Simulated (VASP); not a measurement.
# Ti (P6_3/mmc) in VASP: a series of runs

Aim: see how the results for Ti move with the level of theory and the settings. Levels: PBEsol, LDA. Tasks: relaxation of cell and atoms, single point.

All numbers are computed with VASP 6.6.1; they aren't measurements. Logs are shortened: lines on timing, memory, paths and dates and some standing lists are left out, and cuts for length are marked.

## 1. The cell of the first run

Symmetry: P6_3/mmc, No. 194, hexagonal system. Conventional cell: a = 2.950 Å, b = 2.950 Å, c = 4.680 Å, α = 90.00°, β = 90.00°, γ = 120.00°. Ti (site symmetry -6m2) has 12 Ti at 2.89 to 2.95 Å within 3.8 Å.

## 2. Relaxation of cell and atoms, PBEsol, target pressure 30 GPa, at which the enthalpy is minimised

INCAR reads:

```
PREC     = Accurate       # precision mode
ENCUT    = 600            # plane-wave cutoff, eV
EDIFF    = 1E-7           # SCF threshold, eV
ISMEAR   = -1             # smearing method
SIGMA    = 0.05           # smearing width, eV
LREAL    = F              # projectors in reciprocal space
LASPH    = T              # aspherical terms in the spheres
NELM     = 100            # most SCF steps
ALGO     = Normal         # electronic algorithm
ISIF     = 3              # what is computed and relaxed
LWAVE    = F              # write WAVECAR
LCHARG   = F              # write CHGCAR
GGA      = PS             # functional
IBRION   = 2              # ionic algorithm
NSW      = 80             # ionic steps
EDIFFG   = -0.005         # ionic threshold
PSTRESS  = 300.0
```

KPOINTS reads:

```
Automatic mesh
0
Gamma
  10 10 6
```

POSCAR reads:

```
Ti
1.0
    2.9500000000      0.0000000000      0.0000000000
   -1.4750000000      2.5547749412      0.0000000000
    0.0000000000      0.0000000000      4.6800000000
Ti
2
Direct
    0.6666666667      0.3333333333      0.7500000000
    0.3333333333      0.6666666667      0.2500000000
```

Potentials or basis: VASP PAW PBE potentials, release 64 (Ti_sv).

The run is started by

```console
> cat potpaw_PBE.64/Ti_sv/POTCAR > POTCAR
> mpirun -np 1 vasp_std > vasp.out
```

OUTCAR:

```text
PREC = Accurate
   ENCUT = 600
   EDIFF = 1E-7
   ISMEAR = -1
   LREAL = F
   LASPH = T
   NELM = 100
   ISIF = 3
   GGA = PS
   IBRION = 2
   NSW = 80
   EDIFFG = -0.005
   PSTRESS = 300.0

 ion  position               nearest neighbor table
   1  0.667  0.333  0.750-   2 2.89   2 2.89   2 2.89   2 2.89   2 2.89   2 2.89
   2  0.333  0.667  0.250-   1 2.89   1 2.89   1 2.89   1 2.89   1 2.89   1 2.89

  LATTYP: Found a hexagonal cell.
 ALAT       =     2.9500000000
 C/A-ratio  =     1.5864406780

  Lattice vectors:

 A1 = (   2.9500000000,   0.0000000000,   0.0000000000)
 A2 = (  -1.4750000000,   2.5547749412,   0.0000000000)
 A3 = (   0.0000000000,   0.0000000000,   4.6800000000)

Analysis of symmetry for initial positions (statically):
=====================================================================
 Subroutine PRICEL returns:
 Original cell was already a primitive cell.

 Routine SETGRP: Setting up the symmetry group for a
 hexagonal supercell.

 Subroutine GETGRP returns: Found 24 space group operations
 (whereof 12 operations were pure point group operations)
 out of a pool of 24 trial point group operations.

The static configuration has the point symmetry D_3d.
 The point group associated with its full space group is D_6h.

Analysis of symmetry for dynamics (positions and initial velocities):
=====================================================================
 Subroutine PRICEL returns:
 Original cell was already a primitive cell.

 Routine SETGRP: Setting up the symmetry group for a
 hexagonal supercell.

 Subroutine GETGRP returns: Found 24 space group operations
 (whereof 12 operations were pure point group operations)
 out of a pool of 24 trial point group operations.

The dynamic configuration has the point symmetry D_3d.
 The point group associated with its full space group is D_6h.

 Subroutine INISYM returns: Found 24 space group operations
 (whereof 12 operations are pure point group operations),
 and found     1 'primitive' translations

----------------------------------------------------------------------------------------

                                     Primitive cell

  volume of cell :      35.2712

  direct lattice vectors                    reciprocal lattice vectors
     2.950000000  0.000000000  0.000000000     0.338983051  0.195711956  0.000000000
    -1.475000000  2.554774941  0.000000000     0.000000000  0.391423911  0.000000000
     0.000000000  0.000000000  4.680000000     0.000000000  0.000000000  0.213675214

  length of vectors
     2.950000000  2.950000000  4.680000000     0.391423911  0.391423911  0.213675214

  position of ions in fractional coordinates (direct lattice)
     0.666666667  0.333333333  0.750000000
     0.333333333  0.666666667  0.250000000

  ion indices of the primitive-cell ions
   primitive index   ion index
                 1           1
                 2           2

----------------------------------------------------------------------------------------

 KPOINTS: Automatic mesh

Automatic generation of k-mesh.
 Grid dimensions read from file:
 generate k-points for:   10   10    6

 Generating k-lattice:

  Cartesian coordinates                     Fractional coordinates (reciprocal lattice)
     0.033898305  0.019571196  0.000000000     0.100000000 -0.000000000  0.000000000
     0.000000000  0.039142391  0.000000000     0.000000000  0.100000000  0.000000000
     0.000000000  0.000000000  0.035612536     0.000000000  0.000000000  0.166666667

  Length of vectors
     0.039142391  0.039142391  0.035612536

  Shift w.r.t. Gamma in fractional coordinates (k-lattice)
     0.000000000  0.000000000  0.000000000

 Subroutine IBZKPT returns following result:
 ===========================================

 Found     56 irreducible k-points:

 Following reciprocal coordinates:
            Coordinates               Weight
  0.000000  0.000000  0.000000      1.000000
  0.100000  0.000000  0.000000      6.000000
  0.200000  0.000000  0.000000      6.000000
  0.300000  0.000000  0.000000      6.000000
  0.400000  0.000000  0.000000      6.000000
  0.500000  0.000000  0.000000      3.000000
[... 16 lines left out ...]
  0.300000  0.100000  0.166667     24.000000
  0.400000  0.100000  0.166667     24.000000
 [... further k-points ...]
   k-points           NKPTS =     56   k-points in BZ     NKDIM =     56   number of bands    NBANDS=     16
   number of dos      NEDOS =    301   number of ions     NIONS =      2
   total plane-waves  NPLWV =  23040
   dimension x,y,z NGX =    24 NGY =   24 NGZ =   40
   dimension x,y,z NGXF=    48 NGYF=   48 NGZF=   80
   ions per type =               2
   NGX,Y,Z   is equivalent  to a cutoff of  13.53, 13.53, 14.21 a.u.
   NGXF,Y,Z  is equivalent  to a cutoff of  27.05, 27.05, 28.42 a.u.
 SYSTEM =  unknown system
   PREC   = accura    normal or accurate (medium, high low for compatibility)
   ISTART =      0    job   : 0-new  1-cont  2-samecut
   ICHARG =      2    charge: 1-file 2-atom 10-const
   ISPIN  =      1    spin polarized calculation?
   LNONCOLLINEAR =      F non collinear calculations
   LSORBIT =      F    spin-orbit coupling
   LASPH  =      T    aspherical Exc in radial PAW
   ENCUT  =  600.0 eV  44.10 Ry    6.64 a.u.   5.89  5.89  9.35*2*pi/ulx,y,z
   NELM   =    100;   NELMIN=  2; NELMDL= -5     # of ELM steps
   EDIFF  = 0.1E-06   stopping-criterion for ELM
   LREAL  =      F    real-space projection
   EDIFFG = -.5E-02   stopping-criterion for IOM
   NSW    =     80    number of steps for IOM
   IBRION =      2    ionic relax: 0-MD 1-quasi-New 2-CG
   NFREE  =      1    steps in history (QN), initial steepest desc. (CG)
   ISIF   =      3    stress and relaxation
   ISYM   =      2    0-nonsym 1-usesym 2-fastsym
   POTIM  = 0.5000    time-step for ionic-motion
   TEBEG  =    0.0;   TEEND  =   0.0 temperature during run
   PSTRESS=  300.0 pullay stress
   NELECT =      24.0000    total number of electrons
   NUPDOWN=      -1.0000    fix difference up-down
   EMIN   =  10.00;   EMAX   =-10.00  energy-range for DOS
   EFERMI =   0.00;   METHOD = LEGACY
   ISMEAR =    -1;   SIGMA  =   0.05  broadening in eV -4-tet -1-fermi 0-gaus
   EFERMI_NEDOS =   21; number of points for ismear=-14 and -15
   IALGO  =     38    algorithm
   IMIX   =      4    mixing-type and parameters
     AMIX     =   0.40;   BMIX     =  1.00
     AMIX_MAG =   1.60;   BMIX_MAG =  1.00
  volume/ion in A,a.u.               =      17.64       119.01
  Fermi-wavevector in a.u.,A,eV,Ry     =   1.439920  2.721055 28.209912  2.073370
  Thomas-Fermi vector in A             =   2.558722
   LORBIT       =      0    0 simple, 1 ext, 2 COOP (PROOUT), +10 PAW based schemes
   GGA     = PS    functional components
   LHFCALC =     F    Hartree Fock is set to
   AEXX    =    0.0000 exact exchange contribution
   IVDW    =     0    specifies the selected vdW correction
   LEPSILON=     F    determine dielectric tensor
   LRPA    =     F    only Hartree local field effects (RPA)
 conjugate gradient relaxation of ions
 non-spin polarized calculation
  energy-cutoff  :      600.00
  volume of cell :       35.27
 maximum number of plane-waves:      1194
 NGX is ok and might be reduce to    24
   NGX = 11   NGY = 11   NGZ = 19

--------------------------------------- Ionic step        1  -------------------------------------------

 number of electron      23.9999997 magnetization

 Free energy of the ion-electron system (eV)
  ---------------------------------------------------
  ext. energy  EPLUGINS =         0.00000000
  ---------------------------------------------------
  free energy    TOTEN  =       -16.64890005 eV

  energy without entropy =      -16.62891097  energy(sigma->0) =      -16.63890551

 E-fermi :   8.0374     XC(G=0): -11.5624

 val. band max:        8.0259332023   @ k =   0.1000   0.1000   0.1667
 cond. band min:       8.0385255528   @ k =   0.0000   0.0000   0.3333
 fundamental gap:      0.0125923505
 Fermi energy:         8.0374474366

 k-point     1 :       0.0000    0.0000    0.0000
  band No.  band energies     occupation
      1     -48.6059      2.00000
      2     -48.4754      2.00000
      3     -25.2812      2.00000
      4     -24.6582      2.00000
      5     -24.6582      2.00000
      6     -24.5994      2.00000
[... 433 lines left out ...]
      3     -25.1347      2.00000
      4     -25.0256      2.00000
      5     -24.9236      2.00000
      6     -24.8016      2.00000
[... 8 lines left out ...]
     15       9.1843      0.00000
     16      11.0497      0.00000

 [... further k-points ...]
[... 5 lines left out ...]
  --------------------------------------------------------------------------------------
  -------------------------------------------------------------------------------------
  Total       -1.2631434     -1.2631434     -1.3761540      0.0000000      0.0000000     -0.0000000
  in kB      -57.3776448    -57.3776448    -62.5110938      0.0000000      0.0000000     -0.0000000
  external PRESSURE =    -359.0887944 kB  Pullay stress =     300.0000000 kB
[... 97 lines left out ...]
  energy  without entropy=      -16.3461797778  energy(sigma->0) =      -16.35336428

  enthalpy is  TOTEN    =       -11.0216865357 eV   P V=        5.3388622500

[... ionic steps 4 to 7 ...]

--------------------------------------- Ionic step        8  -------------------------------------------

 number of electron      24.0000005 magnetization

------------------------ aborting loop because EDIFF is reached ----------------------------------------
[... 71 lines left out ...]
--------------------------------------- Ionic step       10  -------------------------------------------

 number of electron      24.0000005 magnetization

 Free energy of the ion-electron system (eV)
  ---------------------------------------------------
  ext. energy  EPLUGINS =         0.00000000
  ---------------------------------------------------
  free energy    TOTEN  =       -16.22180781 eV

  energy without entropy =      -16.20827004  energy(sigma->0) =      -16.21503892

 E-fermi :  10.8210     XC(G=0): -12.7642

 val. band max:       10.8057819707   @ k =   0.2000   0.2000   0.5000
 cond. band min:      10.8797473162   @ k =   0.0000   0.0000   0.5000
 fundamental gap:      0.0739653455
 Fermi energy:        10.8209792950

 k-point     1 :       0.0000    0.0000    0.0000
  band No.  band energies     occupation
      1     -45.4939      2.00000
      2     -45.1623      2.00000
      3     -22.5106      2.00000
      4     -21.2323      2.00000
      5     -21.2323      2.00000
      6     -21.0724      2.00000
[... 433 lines left out ...]
      3     -22.2632      2.00000
      4     -22.0349      2.00000
      5     -21.7676      2.00000
      6     -21.5406      2.00000
[... 8 lines left out ...]
     15      12.3345      0.00000
     16      14.8233      0.00000

 [... further k-points ...]
[... 5 lines left out ...]
  --------------------------------------------------------------------------------------
  -------------------------------------------------------------------------------------
  Total        5.1838006      5.1838006      5.1810541     -0.0000000     -0.0000000      0.0000000
  in kB      299.9566405    299.9566405    299.7977132     -0.0000000     -0.0000000      0.0000000
  external PRESSURE =      -0.0963352 kB  Pullay stress =     300.0000000 kB
[... 21 lines left out ...]
  energy  without entropy=      -16.2082700382  energy(sigma->0) =      -16.21503892

  enthalpy is  TOTEN    =       -11.0372578475 eV   P V=        5.1845499621

 reached required accuracy - stopping structural energy minimisation
```

It took 4.7 min on 1 thread of Intel Xeon Platinum 8259CL at 2.50GHz (Skylake/Cascade Lake), shared host; peak memory 0.19 GiB.

What came out:

```
Free energy                                            : -16.2218 eV
Relaxed volume                                         : 13.84 Å³/atom
Relaxed cell                                           : a = 2.717 Å, b = 2.717 Å, c = 4.330 Å, α = 90.00°, β = 90.00°, γ = 120.00°
Space group after relaxing (to 0.05 Å)                 : P6_3/mmc (No. 194)
Energy change on relaxing (the enthalpy is what falls) : +213.5 meV/atom
Ionic steps                                            : 10
Pressure after relaxing                                : 30.0 GPa
Band gap on the k mesh                                 : zero (band 12 reaches 11.69 eV, above the bottom of band 13 at 10.59 eV)
```

The path:
```csv
step,energy change (eV),largest force (eV/Å),pressure (GPa),volume (Å³)
1,0.0000,0.0000,-5.91,35.27
2,5.1942,0.0000,170.50,18.70
3,0.2884,0.0000,24.10,28.51
4,0.3989,0.0000,28.88,27.84
5,0.4261,0.0000,30.00,27.70
6,0.4527,0.0000,31.07,27.56
7,0.3918,0.0000,28.56,27.88
8,0.4229,0.0000,29.86,27.71
9,0.4255,0.0000,29.94,27.70
10,0.4271,0.0000,29.99,27.69
```

Final structure:
```cif
data_structure
_symmetry_space_group_name_H-M 'P 1'
_symmetry_Int_Tables_number 1
_cell_length_a 2.7174
_cell_length_b 2.7174
_cell_length_c 4.3296
_cell_angle_alpha 90.000
_cell_angle_beta 90.000
_cell_angle_gamma 120.000
_cell_volume 27.69
loop_
_atom_site_label
_atom_site_type_symbol
_atom_site_fract_x
_atom_site_fract_y
_atom_site_fract_z
_atom_site_occupancy
Ti1 Ti 0.66667 0.33333 0.75000 1
Ti2 Ti 0.33333 0.66667 0.25000 1
```

Levels at points of the mesh, in eV from the Fermi level:
```tsv
k point	band 8	band 9	band 10	band 11	band 12	band 13	band 14	band 15	band 16
(0.00, 0.00, 0.00)	-31.86	-6.65	-3.31	0.87	0.87	0.99	1.55	1.55	1.57
(0.50, 0.00, 0.00)	-32.01	-2.95	-2.65	-2.54	-0.21	0.50	0.83	1.52	4.44
(0.00, 0.00, 0.50)	-31.96	-4.49	-4.49	0.06	0.06	0.76	0.76	0.76	0.76
(0.50, 0.00, 0.50)	-32.18	-3.24	-3.24	-1.18	-1.18	2.15	2.15	2.20	2.20
```

Caveat: the cell is relaxed towards a set pressure, so the enthalpy falls and the energy may rise; the volume moved by over 15 % at a fixed basis, so the end points are rough; the PAW data sets were made with another functional, which shifts forces and pressure a little.

## 3. Single point, LDA (volume scaled by 0.94)

INCAR reads:

```
PREC = Accurate
ENCUT = 520
EDIFF = 1E-6
ISMEAR = -1
SIGMA = 0.05
LREAL = F
LASPH = T
NELM = 60
ALGO = Normal
ISIF = 2
LWAVE = F
LCHARG = T
GGA = CA
LELF = T
LVHAR = T
NBANDS = 19
```

KPOINTS reads:

```
regular mesh
0
Gamma
  10 10 6
```

POSCAR reads:

```
Ti
1.0
    2.8897790207      0.0000000000      0.0000000000
   -1.4448895104      2.5026220433      0.0000000000
    0.0000000000      0.0000000000      4.5844629888
Ti
2
Direct
    0.6666666667      0.3333333333      0.7500000000
    0.3333333333      0.6666666667      0.2500000000
```

Potentials or basis: VASP PAW LDA potentials, release 64 (Ti_sv).

The run is started by

```console
> cat potpaw_LDA.64/Ti_sv/POTCAR > POTCAR
> mpirun -np 1 vasp_std > vasp.out
```

Run time: 15 s. Hardware: 1 thread of Intel Xeon Platinum 8488C (Sapphire Rapids), shared host; peak memory 0.15 GiB.

Results (log left out):

* Free energy: -17.0955 eV
* Pressure: -3.6 GPa
* Band gap on the k mesh: zero (band 12 reaches 9.37 eV, above the bottom of band 13 at 8.42 eV)

Stress tensor (GPa, compression positive):
```
-3.39  0.00  0.00
 0.00 -3.39  0.00
 0.00  0.00 -4.12
```

Levels at points of the mesh, in eV from the Fermi level:
```csv
k point,band 10,band 11,band 12,band 13,band 14,band 15
"(0.00, 0.00, 0.00)",-2.79,0.78,0.78,0.90,1.01,1.31
"(0.50, 0.00, 0.00)",-2.29,-1.97,-0.49,0.46,0.66,1.24
"(0.00, 0.00, 0.50)",-4.31,0.09,0.09,0.68,0.68,0.68
"(0.50, 0.00, 0.50)",-2.66,-0.87,-0.87,1.53,1.53,1.79
```

Caveat: the cell differs from its parent crystal (volume scaled by 0.94).
